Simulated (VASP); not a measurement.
# Ca (Im-3m) in VASP: single point with PBEsol

Aim: the single point of Ca with PBEsol.

Everything below comes from runs of VASP 6.6.1. Logs are shortened: lines on timing, memory, paths and dates and some standing lists are left out, and cuts for length are marked.

**1. The cell of the first run**

Symmetry: Im-3m, No. 229, cubic system. The conventional cell has a = 4.329 Å, b = 4.329 Å, c = 4.329 Å, α = 90.00°, β = 90.00°, γ = 90.00°. Within 4.9 Å of Ca (site symmetry m-3m) lie 14 Ca at 3.75 to 4.33 Å.

**2. Single point, PBEsol**

Contents of INCAR:

```
PREC = Accurate
ENCUT = 520
EDIFF = 1E-6
ISMEAR = -1
SIGMA = 0.13605693000000002
LREAL = F
LASPH = T
NELM = 60
ALGO = Normal
ISIF = 2
LWAVE = F
LCHARG = F
GGA = PS
NBANDS = 11
```

Contents of KPOINTS:

```
regular mesh
0
Gamma
  11 11 11
```

Contents of POSCAR:

```
Ca
1.0
   -2.1645488840      2.1645488840      2.1645488840
    2.1645488840     -2.1645488840      2.1645488840
    2.1645488840      2.1645488840     -2.1645488840
Ca
1
Direct
    0.0000000000      0.0000000000      0.0000000000
```

Potentials or basis: VASP PAW PBE potentials, release 64 (Ca_sv).

Launch:

```bash
$ cat potpaw_PBE.64/Ca_sv/POTCAR > POTCAR
$ mpirun -np 1 vasp_std > vasp.out
```

OUTCAR:

```text
PREC = Accurate
   ENCUT = 520
   EDIFF = 1E-6
   ISMEAR = -1
   LREAL = F
   LASPH = T
   NELM = 60
   ISIF = 2
   GGA = PS

 ion  position               nearest neighbor table
   1  0.000  0.000  0.000-

  LATTYP: Found a body centered cubic cell.
 ALAT       =     4.3290977680

  Lattice vectors:

 A1 = (  -2.1645488840,   2.1645488840,   2.1645488840)
 A2 = (   2.1645488840,  -2.1645488840,   2.1645488840)
 A3 = (   2.1645488840,   2.1645488840,  -2.1645488840)

Analysis of symmetry for initial positions (statically):
=====================================================================
 Subroutine PRICEL returns:
 Original cell was already a primitive cell.

 Routine SETGRP: Setting up the symmetry group for a
 body centered cubic supercell.

 Subroutine GETGRP returns: Found 48 space group operations
 (whereof 48 operations were pure point group operations)
 out of a pool of 48 trial point group operations.

The static configuration has the point symmetry O_h .

Analysis of symmetry for dynamics (positions and initial velocities):
=====================================================================
 Subroutine PRICEL returns:
 Original cell was already a primitive cell.

 Routine SETGRP: Setting up the symmetry group for a
 body centered cubic supercell.

 Subroutine GETGRP returns: Found 48 space group operations
 (whereof 48 operations were pure point group operations)
 out of a pool of 48 trial point group operations.

The dynamic configuration has the point symmetry O_h .

 Subroutine INISYM returns: Found 48 space group operations
 (whereof 48 operations are pure point group operations),
 and found     1 'primitive' translations

----------------------------------------------------------------------------------------

                                     Primitive cell

  volume of cell :      40.5660

  direct lattice vectors                    reciprocal lattice vectors
    -2.164548884  2.164548884  2.164548884     0.000000000  0.230995014  0.230995014
     2.164548884 -2.164548884  2.164548884     0.230995014  0.000000000  0.230995014
     2.164548884  2.164548884 -2.164548884     0.230995014  0.230995014  0.000000000

  length of vectors
     3.749108643  3.749108643  3.749108643     0.326676282  0.326676282  0.326676282

  position of ions in fractional coordinates (direct lattice)
     0.000000000  0.000000000  0.000000000

  ion indices of the primitive-cell ions
   primitive index   ion index
                 1           1
[... 71 lines left out ...]
   NELM   =     60;   NELMIN=  2; NELMDL= -5     # of ELM steps
   EDIFF  = 0.1E-05   stopping-criterion for ELM
   LREAL  =      F    real-space projection
   EDIFFG = 0.1E-04   stopping-criterion for IOM
   NSW    =      0    number of steps for IOM
   IBRION =     -1    ionic relax: 0-MD 1-quasi-New 2-CG
   NFREE  =      0    steps in history (QN), initial steepest desc. (CG)
   ISIF   =      2    stress and relaxation
   ISYM   =      2    0-nonsym 1-usesym 2-fastsym
   POTIM  = 0.5000    time-step for ionic-motion
   TEBEG  =    0.0;   TEEND  =   0.0 temperature during run
   PSTRESS=    0.0 pullay stress
   NELECT =      10.0000    total number of electrons
   NUPDOWN=      -1.0000    fix difference up-down
   EMIN   =  10.00;   EMAX   =-10.00  energy-range for DOS
   EFERMI =   0.00;   METHOD = LEGACY
   ISMEAR =    -1;   SIGMA  =   0.14  broadening in eV -4-tet -1-fermi 0-gaus
   EFERMI_NEDOS =   21; number of points for ismear=-14 and -15
   IALGO  =     38    algorithm
   IMIX   =      4    mixing-type and parameters
     AMIX     =   0.40;   BMIX     =  1.00
     AMIX_MAG =   1.60;   BMIX_MAG =  1.00
  volume/ion in A,a.u.               =      40.57       273.75
  Fermi-wavevector in a.u.,A,eV,Ry     =   1.026489  1.939782 14.336169  1.053679
  Thomas-Fermi vector in A             =   2.160384
   LORBIT       =      0    0 simple, 1 ext, 2 COOP (PROOUT), +10 PAW based schemes
   GGA     = PS    functional components
   LHFCALC =     F    Hartree Fock is set to
   AEXX    =    0.0000 exact exchange contribution
   IVDW    =     0    specifies the selected vdW correction
   LEPSILON=     F    determine dielectric tensor
   LRPA    =     F    only Hartree local field effects (RPA)
 non-spin polarized calculation
  energy-cutoff  :      520.00
  volume of cell :       40.57
 maximum number of plane-waves:      1112
   NGX = 13   NGY = 13   NGZ = 13

 number of electron      10.0000002 magnetization

 Free energy of the ion-electron system (eV)
  ---------------------------------------------------
  ext. energy  EPLUGINS =         0.00000000
  ---------------------------------------------------
  free energy    TOTEN  =        -2.16192417 eV

  energy without entropy =       -2.07787653  energy(sigma->0) =       -2.11990035

 E-fermi :   2.0568     XC(G=0):  -7.9339

 val. band max:        2.0458459406   @ k =   0.3636   0.2727   0.0000
 cond. band min:       2.0717437824   @ k =  -0.4545   0.4545   0.4545
 fundamental gap:      0.0258978418
 Fermi energy:         2.0567872632

 k-point     1 :       0.0000    0.0000    0.0000
  band No.  band energies     occupation
      1     -39.6804      2.00000
      2     -20.6663      2.00000
      3     -20.6663      2.00000
      4     -20.6663      2.00000
      5      -2.0512      2.00000
      6       4.4413      0.00000
      7       4.4413      0.00000
      8       4.4413      0.00000
      9       5.5546      0.00000
     10       5.5546      0.00000
     11      12.5094      0.00000
[... 309 lines left out ...]
 k-point    24 :       0.3636    0.1818    0.0909
  band No.  band energies     occupation
      1     -39.6613      2.00000
      2     -20.8013      2.00000
      3     -20.7405      2.00000
      4     -20.6917      2.00000
      5       1.8057      1.72720
      6       2.1730      0.59715
      7       2.9599      0.00262
      8       5.6604      0.00000
      9       5.8642      0.00000
     10       6.9189      0.00000
     11       7.2028      0.00000

 [... further k-points ...]
[... 5 lines left out ...]
  --------------------------------------------------------------------------------------
  -------------------------------------------------------------------------------------
  Total        0.0017446      0.0017446      0.0017446      0.0000000      0.0000000      0.0000000
  in kB        0.0689032      0.0689032      0.0689032      0.0000000      0.0000000      0.0000000
  external PRESSURE =       0.0689032 kB  Pullay stress =       0.0000000 kB

 VOLUME and BASIS-vectors are now :
 -----------------------------------------------------------------------------
  energy-cutoff  :      520.00
  volume of cell :       40.57
      direct lattice vectors                 reciprocal lattice vectors
    -2.164548884  2.164548884  2.164548884     0.000000000  0.230995014  0.230995014
     2.164548884 -2.164548884  2.164548884     0.230995014  0.000000000  0.230995014
     2.164548884  2.164548884 -2.164548884     0.230995014  0.230995014  0.000000000

 POSITION                                       TOTAL-FORCE (eV/Angst)
 -----------------------------------------------------------------------------------
      0.00000      0.00000      0.00000        -0.000000     -0.000000      0.000000
 -----------------------------------------------------------------------------------
    total drift:                               -0.000000     -0.000000     -0.000000

  FREE ENERGIE OF THE ION-ELECTRON SYSTEM (eV)
  ---------------------------------------------------
  free  energy   TOTEN  =        -2.1619241702 eV

  energy  without entropy=       -2.0778765319  energy(sigma->0) =       -2.11990035
```

stdout:

```text
POSCAR found type information on POSCAR Ca
 POSCAR found :  1 types and       1 ions
 scaLAPACK will be used
 -----------------------------------------------------------------------------
|                                                                             |
|                                                                             |
|     You enforced a specific xc type in the INCAR file but a different       |
|     I HOPE YOU KNOW WHAT YOU ARE DOING!                                     |
|                                                                             |
 -----------------------------------------------------------------------------

 LDA part: xc-table for (Slater+PW92), standard interpolation
 POSCAR, INCAR and KPOINTS ok, starting setup
 FFT: planning ... GRIDC
 FFT: planning ... GRID_SOFT
 FFT: planning ... GRID
 WAVECAR not read
 entering main loop
```

Wall time 22 s (1 thread of Intel Xeon Platinum 8175M at 2.50GHz (Skylake/Cascade Lake), shared host); peak memory 0.17 GiB.

Results:

| Quantity | Value |
| --- | --- |
| Free energy | -2.1619 eV |
| Pressure | 0.0 GPa |
| Band gap on the k mesh | zero (band 5 reaches 2.37 eV, above the bottom of band 6 at 2.10 eV) |

Levels at points of the mesh, in eV from the Fermi level:
| k point | band 3 | band 4 | band 5 | band 6 | band 7 | band 8 |
| --- | --- | --- | --- | --- | --- | --- |
| (0.00, 0.00, 0.00) | -22.72 | -22.72 | -4.11 | 2.38 | 2.38 | 2.38 |

Caveat: the PAW data sets were made with another functional, which shifts forces and pressure a little.
